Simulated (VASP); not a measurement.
# TiPdRh3 (Pm-3m) in VASP: notebook

Runs on TiPdRh3. Level: PBE. Tasks: single point.

Everything below comes from runs of VASP 6.6.1. Logs are shortened: lines on timing, memory, paths and dates and some standing lists are left out, and cuts for length are marked.

### Step 1. The cell of the first run

Symmetry: Pm-3m, No. 221, cubic system. The conventional cell has a = 4.034 Å, b = 4.034 Å, c = 4.034 Å, α = 90.00°, β = 90.00°, γ = 90.00°. Within 3.8 Å of Ti (site symmetry m-3m) lie 12 Rh at 2.85 Å and 8 Pd at 3.49 Å. Within 2.7 Å of Pd (site symmetry m-3m) lie 6 Rh at 2.02 Å. Rh (site symmetry 4/mmm) has 2 Pd at 2.02 Å within 2.7 Å.

### Step 2. Single point, PBE

File INCAR:

```
ALGO     = Normal         # electronic algorithm
EDIFF    = 1E-6           # SCF threshold, eV
ENCUT    = 520            # plane-wave cutoff, eV
GGA      = PE             # functional
ISIF     = 2              # what is computed and relaxed
ISMEAR   = 0              # smearing method
LASPH    = True           # aspherical terms in the spheres
LCHARG   = True           # write CHGCAR
LELF     = True           # ELF
LREAL    = False          # projectors in reciprocal space
LVHAR    = True         
LWAVE    = False          # write WAVECAR
NBANDS   = 42             # bands
NELM     = 80             # most SCF steps
PREC     = Accurate       # precision mode
SIGMA    = 0.1            # smearing width, eV
```

File KPOINTS:

```
k-points
0
Gamma
  4 4 4
```

File POSCAR:

```
TiPdRh3
1.0
    4.0336120700      0.0000000000      0.0000000000
    0.0000000000      4.0336120700      0.0000000000
    0.0000000000      0.0000000000      4.0336120700
Ti Pd Rh
1 1 3
Direct
    0.0000000000      0.0000000000      0.0000000000
    0.5000000000      0.5000000000      0.5000000000
    0.0000000000      0.5000000000      0.5000000000
    0.5000000000      0.0000000000      0.5000000000
    0.5000000000      0.5000000000      0.0000000000
```

Potentials or basis: VASP PAW PBE potentials, release 64 (Ti_sv, Pd, Rh_pv).

Command:

```
cat potpaw_PBE.64/Ti_sv/POTCAR potpaw_PBE.64/Pd/POTCAR potpaw_PBE.64/Rh_pv/POTCAR > POTCAR
mpirun -np 1 vasp_std > vasp.out
```

OUTCAR:

```text
EDIFF = 1E-6
   ENCUT = 520
   GGA = PE
   ISIF = 2
   ISMEAR = 0
   LASPH = True
   LREAL = False
   NELM = 80
   PREC = Accurate

 ion  position               nearest neighbor table
   1  0.000  0.000  0.000-   3 2.85   4 2.85   5 2.85   3 2.85   4 2.85   3 2.85   5 2.85   3 2.85
                             4 2.85   5 2.85   4 2.85   5 2.85
   2  0.500  0.500  0.500-   3 2.02   4 2.02   5 2.02   5 2.02   4 2.02   3 2.02
   3  0.000  0.500  0.500-   2 2.02   2 2.02   4 2.85   5 2.85   1 2.85   5 2.85   1 2.85   4 2.85
                             1 2.85   1 2.85   4 2.85   5 2.85   5 2.85   4 2.85
   4  0.500  0.000  0.500-   2 2.02   2 2.02   3 2.85   5 2.85   1 2.85   5 2.85   1 2.85   3 2.85
                             5 2.85   5 2.85   1 2.85   3 2.85   1 2.85   3 2.85
   5  0.500  0.500  0.000-   2 2.02   2 2.02   3 2.85   4 2.85   1 2.85   3 2.85   4 2.85   1 2.85
                             4 2.85   4 2.85   1 2.85   3 2.85   3 2.85   1 2.85

  LATTYP: Found a simple cubic cell.
 ALAT       =     4.0336120700

  Lattice vectors:

 A1 = (   4.0336120700,   0.0000000000,   0.0000000000)
 A2 = (   0.0000000000,   4.0336120700,   0.0000000000)
 A3 = (   0.0000000000,   0.0000000000,   4.0336120700)

Analysis of symmetry for initial positions (statically):
=====================================================================
 Subroutine PRICEL returns:
 Original cell was already a primitive cell.

 Routine SETGRP: Setting up the symmetry group for a
 simple cubic supercell.

 Subroutine GETGRP returns: Found 48 space group operations
 (whereof 48 operations were pure point group operations)
 out of a pool of 48 trial point group operations.

The static configuration has the point symmetry O_h .

Analysis of symmetry for dynamics (positions and initial velocities):
=====================================================================
 Subroutine PRICEL returns:
 Original cell was already a primitive cell.

 Routine SETGRP: Setting up the symmetry group for a
 simple cubic supercell.

 Subroutine GETGRP returns: Found 48 space group operations
 (whereof 48 operations were pure point group operations)
 out of a pool of 48 trial point group operations.

The dynamic configuration has the point symmetry O_h .

 Subroutine INISYM returns: Found 48 space group operations
 (whereof 48 operations are pure point group operations),
 and found     1 'primitive' translations

----------------------------------------------------------------------------------------

                                     Primitive cell

  volume of cell :      65.6270

  direct lattice vectors                    reciprocal lattice vectors
     4.033612070  0.000000000  0.000000000     0.247916751  0.000000000  0.000000000
     0.000000000  4.033612070  0.000000000     0.000000000  0.247916751  0.000000000
     0.000000000  0.000000000  4.033612070     0.000000000  0.000000000  0.247916751

  length of vectors
     4.033612070  4.033612070  4.033612070     0.247916751  0.247916751  0.247916751

  position of ions in fractional coordinates (direct lattice)
     0.000000000  0.000000000  0.000000000
     0.500000000  0.500000000  0.500000000
     0.000000000  0.500000000  0.500000000
     0.500000000  0.000000000  0.500000000
     0.500000000  0.500000000  0.000000000

  ion indices of the primitive-cell ions
   primitive index   ion index
                 1           1
                 2           2
                 3           3
                 4           4
                 5           5

----------------------------------------------------------------------------------------

 KPOINTS: k-points

Automatic generation of k-mesh.
 Grid dimensions read from file:
 generate k-points for:    4    4    4

 Generating k-lattice:

  Cartesian coordinates                     Fractional coordinates (reciprocal lattice)
     0.061979188  0.000000000  0.000000000     0.250000000  0.000000000  0.000000000
     0.000000000  0.061979188  0.000000000     0.000000000  0.250000000  0.000000000
     0.000000000  0.000000000  0.061979188     0.000000000  0.000000000  0.250000000

  Length of vectors
     0.061979188  0.061979188  0.061979188

  Shift w.r.t. Gamma in fractional coordinates (k-lattice)
     0.000000000  0.000000000  0.000000000

 Subroutine IBZKPT returns following result:
 ===========================================

 Found     10 irreducible k-points:

 Following reciprocal coordinates:
            Coordinates               Weight
  0.000000  0.000000  0.000000      1.000000
  0.250000  0.000000  0.000000      6.000000
  0.500000  0.000000  0.000000      3.000000
  0.250000  0.250000  0.000000     12.000000
  0.500000  0.250000  0.000000     12.000000
  0.500000  0.500000  0.000000      3.000000
  0.250000  0.250000  0.250000      8.000000
  0.500000  0.250000  0.250000     12.000000
  0.500000  0.500000  0.250000      6.000000
  0.500000  0.500000  0.500000      1.000000
   k-points           NKPTS =     10   k-points in BZ     NKDIM =     10   number of bands    NBANDS=     42
   number of dos      NEDOS =    301   number of ions     NIONS =      5
   total plane-waves  NPLWV =  27000
   dimension x,y,z NGX =    30 NGY =   30 NGZ =   30
   dimension x,y,z NGXF=    60 NGYF=   60 NGZF=   60
   ions per type =               1   1   3
   NGX,Y,Z   is equivalent  to a cutoff of  12.36, 12.36, 12.36 a.u.
   NGXF,Y,Z  is equivalent  to a cutoff of  24.73, 24.73, 24.73 a.u.
 SYSTEM =  unknown system
   PREC   = accura    normal or accurate (medium, high low for compatibility)
   ISTART =      0    job   : 0-new  1-cont  2-samecut
   ICHARG =      2    charge: 1-file 2-atom 10-const
   ISPIN  =      1    spin polarized calculation?
   LNONCOLLINEAR =      F non collinear calculations
   LSORBIT =      F    spin-orbit coupling
   LASPH  =      T    aspherical Exc in radial PAW
   ENCUT  =  520.0 eV  38.22 Ry    6.18 a.u.   7.50  7.50  7.50*2*pi/ulx,y,z
   NELM   =     80;   NELMIN=  2; NELMDL= -5     # of ELM steps
   EDIFF  = 0.1E-05   stopping-criterion for ELM
   LREAL  =      F    real-space projection
   EDIFFG = 0.1E-04   stopping-criterion for IOM
   NSW    =      0    number of steps for IOM
   IBRION =     -1    ionic relax: 0-MD 1-quasi-New 2-CG
   NFREE  =      0    steps in history (QN), initial steepest desc. (CG)
   ISIF   =      2    stress and relaxation
   ISYM   =      2    0-nonsym 1-usesym 2-fastsym
   POTIM  = 0.5000    time-step for ionic-motion
   TEBEG  =    0.0;   TEEND  =   0.0 temperature during run
   PSTRESS=    0.0 pullay stress
   NELECT =      67.0000    total number of electrons
   NUPDOWN=      -1.0000    fix difference up-down
   EMIN   =  10.00;   EMAX   =-10.00  energy-range for DOS
   EFERMI =   0.00;   METHOD = LEGACY
   ISMEAR =     0;   SIGMA  =   0.10  broadening in eV -4-tet -1-fermi 0-gaus
   EFERMI_NEDOS =   21; number of points for ismear=-14 and -15
   IALGO  =     38    algorithm
   IMIX   =      4    mixing-type and parameters
     AMIX     =   0.40;   BMIX     =  1.00
     AMIX_MAG =   1.60;   BMIX_MAG =  1.00
  volume/ion in A,a.u.               =      13.13        88.57
  Fermi-wavevector in a.u.,A,eV,Ry     =   1.648437  3.115094 36.971709  2.717344
  Thomas-Fermi vector in A             =   2.737726
   LORBIT       =      0    0 simple, 1 ext, 2 COOP (PROOUT), +10 PAW based schemes
   GGA     = PE    functional components
   LHFCALC =     F    Hartree Fock is set to
   AEXX    =    0.0000 exact exchange contribution
   IVDW    =     0    specifies the selected vdW correction
   LEPSILON=     F    determine dielectric tensor
   LRPA    =     F    only Hartree local field effects (RPA)
 non-spin polarized calculation
 Gauss-broadening in eV      SIGMA  =   0.10
  energy-cutoff  :      520.00
  volume of cell :       65.63
 maximum number of plane-waves:      1791
 NGX is ok and might be reduce to    30
   NGX = 15   NGY = 15   NGZ = 15

 number of electron      67.0000009 magnetization

 Free energy of the ion-electron system (eV)
  ---------------------------------------------------
  ext. energy  EPLUGINS =         0.00000000
  ---------------------------------------------------
  free energy    TOTEN  =       -17.33752285 eV

  energy without entropy =      -17.28382429  energy(sigma->0) =      -17.31067357

 E-fermi :  13.0646     XC(G=0): -13.7276

 val. band max:       13.0557968677   @ k =   0.5000   0.0000   0.0000
 cond. band min:      13.0946747991   @ k =   0.2500   0.0000   0.0000
 fundamental gap:      0.0388779314
 Fermi energy:        13.0646485556

 k-point     1 :       0.0000    0.0000    0.0000
  band No.  band energies     occupation
      1     -44.4369      2.00000
      2     -34.4671      2.00000
      3     -34.4671      2.00000
      4     -34.4671      2.00000
      5     -33.5302      2.00000
      6     -33.5302      2.00000
[... 34 lines left out ...]
     41      16.5139      0.00000
     42      16.5139      0.00000

 k-point     2 :       0.2500    0.0000    0.0000
  band No.  band energies     occupation
      1     -44.4369      2.00000
      2     -34.6114      2.00000
      3     -34.4644      2.00000
      4     -34.4644      2.00000
      5     -33.5371      2.00000
      6     -33.5306      2.00000
[... 34 lines left out ...]
     41      17.3593      0.00000
     42      17.3593      0.00000

 k-point     3 :       0.5000    0.0000    0.0000
  band No.  band energies     occupation
      1     -44.4370      2.00000
      2     -34.7551      2.00000
      3     -34.4617      2.00000
      4     -34.4617      2.00000
      5     -33.5424      2.00000
      6     -33.5318      2.00000
[... 267 lines left out ...]
      4     -34.5924      2.00000
      5     -33.6678      2.00000
      6     -33.6271      2.00000
[... 34 lines left out ...]
     41      15.8417      0.00000
     42      15.9832      0.00000

 k-point    10 :       0.5000    0.5000    0.5000
  band No.  band energies     occupation
      1     -44.4356      2.00000
      2     -34.8643      2.00000
      3     -34.6994      2.00000
      4     -34.6994      2.00000
      5     -33.6694      2.00000
      6     -33.6694      2.00000
[... 34 lines left out ...]
     41      14.9313      0.00000
     42      14.9313      0.00000

------------------------ aborting loop because EDIFF is reached ----------------------------------------

  FORCE on cell =-STRESS in cart. coord.  units (eV):
  Direction    XX          YY          ZZ          XY          YZ          ZX
  --------------------------------------------------------------------------------------
  -------------------------------------------------------------------------------------
  Total       58.6930462     58.6930462     58.6930462     -0.0000000     -0.0000000      0.0000000
  in kB     1432.8965900   1432.8965900   1432.8965900     -0.0000000     -0.0000000      0.0000000
  external PRESSURE =    1432.8965900 kB  Pullay stress =       0.0000000 kB

 VOLUME and BASIS-vectors are now :
 -----------------------------------------------------------------------------
  energy-cutoff  :      520.00
  volume of cell :       65.63
      direct lattice vectors                 reciprocal lattice vectors
     4.033612070  0.000000000  0.000000000     0.247916751  0.000000000  0.000000000
     0.000000000  4.033612070  0.000000000     0.000000000  0.247916751  0.000000000
     0.000000000  0.000000000  4.033612070     0.000000000  0.000000000  0.247916751

 POSITION                                       TOTAL-FORCE (eV/Angst)
 -----------------------------------------------------------------------------------
      0.00000      0.00000      0.00000         0.000000      0.000000      0.000000
      2.01681      2.01681      2.01681         0.000000      0.000000      0.000000
      0.00000      2.01681      2.01681         0.000000      0.000000      0.000000
      2.01681      0.00000      2.01681         0.000000      0.000000      0.000000
      2.01681      2.01681      0.00000         0.000000      0.000000      0.000000
 -----------------------------------------------------------------------------------
    total drift:                                0.000000      0.000000     -0.000000

  FREE ENERGIE OF THE ION-ELECTRON SYSTEM (eV)
  ---------------------------------------------------
  free  energy   TOTEN  =       -17.3375228529 eV

  energy  without entropy=      -17.2838242936  energy(sigma->0) =      -17.31067357
```

Run time: 53 s. Hardware: 1 thread of Intel Xeon 6975P-C (Granite Rapids), shared host; peak memory 0.17 GiB.

What came out:

- Free energy: -17.3375 eV
- Pressure: 143.3 GPa

Levels at points of the mesh, in eV from the Fermi level:
```tsv
k point	band 30	band 31	band 32	band 33	band 34	band 35	band 36	band 37	band 38	band 39
(0.00, 0.00, 0.00)	0.50	0.50	0.50	1.02	1.02	1.49	1.49	1.49	2.31	2.31
(0.50, 0.00, 0.00)	-1.39	-0.78	-0.01	-0.01	0.22	0.22	0.56	1.00	1.17	2.19
(0.50, 0.50, 0.00)	-1.92	-1.40	-1.27	-0.86	-0.38	-0.38	0.81	0.81	1.00	1.11
(0.50, 0.50, 0.50)	-1.97	-0.66	-0.66	-0.66	-0.50	0.81	0.81	0.81	0.91	0.91
```

Caveat: the k points lie up to 0.39 Å⁻¹ apart.

### Step 3. Single point, PBE, collinear spin, ferromagnetic start

This run uses another cell than the first one, of 20.48 Å³/atom, 1.560 times its volume.

File INCAR:

```
SYSTEM = TiPdRh3
PREC     = Accurate       ! precision mode
ENCUT    = 500            ! plane-wave cutoff, eV
EDIFF    = 1E-6           ! SCF threshold, eV
ISMEAR   = 0              ! smearing method
SIGMA    = 0.1            ! smearing width, eV
LREAL    = .False.        ! projectors in reciprocal space
LASPH    = .True.         ! aspherical terms in the spheres
NELM     = 200            ! most SCF steps
ALGO     = Normal         ! electronic algorithm
ISIF     = 2              ! what is computed and relaxed
LWAVE    = .False.        ! write WAVECAR
LCHARG   = .False.        ! write CHGCAR
ISPIN    = 2              ! spin polarisation
MAGMOM   = 0.5 0.54 0.35 0.35 0.35 ! initial moments
LORBIT   = 11             ! projections on sites
LMAXMIX  = 4              ! l up to which the mixer works
GGA      = PE             ! functional
NBANDS   = 46             ! bands
GGA_COMPAT= .False.
```

File KPOINTS:

```
Automatic mesh
0
Gamma
  8 8 8
  0 0 0
```

Changes to POSCAR since step 2:

```diff
@@ -2,5 +2,5 @@
 1.0
-    4.0336120700      0.0000000000      0.0000000000
-    0.0000000000      4.0336120700      0.0000000000
-    0.0000000000      0.0000000000      4.0336120700
+    4.6784474243      0.0000000000      0.0000000000
+    0.0000000000      4.6784474243      0.0000000000
+    0.0000000000      0.0000000000      4.6784474243
 Ti Pd Rh
```

Potentials or basis: VASP PAW PBE potentials, release 64 (Ti_sv, Pd, Rh_pv).

Command:

```
cat potpaw_PBE.64/Ti_sv/POTCAR potpaw_PBE.64/Pd/POTCAR potpaw_PBE.64/Rh_pv/POTCAR > POTCAR
mpirun -np 1 vasp_std > vasp.out
```

Wall time 5.7 min (1 thread of Intel Xeon Platinum 8375C at 2.90GHz (Ice Lake), shared host); peak memory 0.4 GiB.

Results (log left out):

| Item | Value |
| --- | --- |
| Free energy | -27.9658 eV |
| Pressure | -1.2 GPa |
| Net moment | 0.01 μB per cell |
| Valence electrons inside the program's atomic spheres | Ti 9.82; Pd 10.10; Rh 13.68 |

Levels at points of the mesh, in eV from the Fermi level:
Spin up:
```tsv
k point	band 30	band 31	band 32	band 33	band 34	band 35	band 36	band 37	band 38	band 39
(0.00, 0.00, 0.00)	0.20	0.20	0.20	0.47	0.47	1.10	1.10	1.10	1.52	1.52
(0.50, 0.00, 0.00)	-0.68	-0.32	-0.01	-0.01	0.18	0.18	0.22	0.53	0.58	1.05
(0.50, 0.50, 0.00)	-0.87	-0.79	-0.66	-0.49	-0.18	-0.18	0.41	0.41	0.51	0.65
(0.50, 0.50, 0.50)	-0.97	-0.97	-0.28	-0.28	-0.28	0.40	0.40	0.40	0.90	0.90
```
Spin down:
```
           k point  band 31  band 32  band 33  band 34  band 35  band 36  band 37  band 38
(0.00, 0.00, 0.00)     0.20     0.20     0.47     0.47     1.10     1.10     1.10     1.52
(0.50, 0.00, 0.00)    -0.32    -0.01    -0.01     0.18     0.18     0.22     0.53     0.59
(0.50, 0.50, 0.00)    -0.79    -0.66    -0.49    -0.18    -0.18     0.41     0.41     0.51
(0.50, 0.50, 0.50)    -0.97    -0.28    -0.28    -0.28     0.40     0.40     0.40     0.90
```
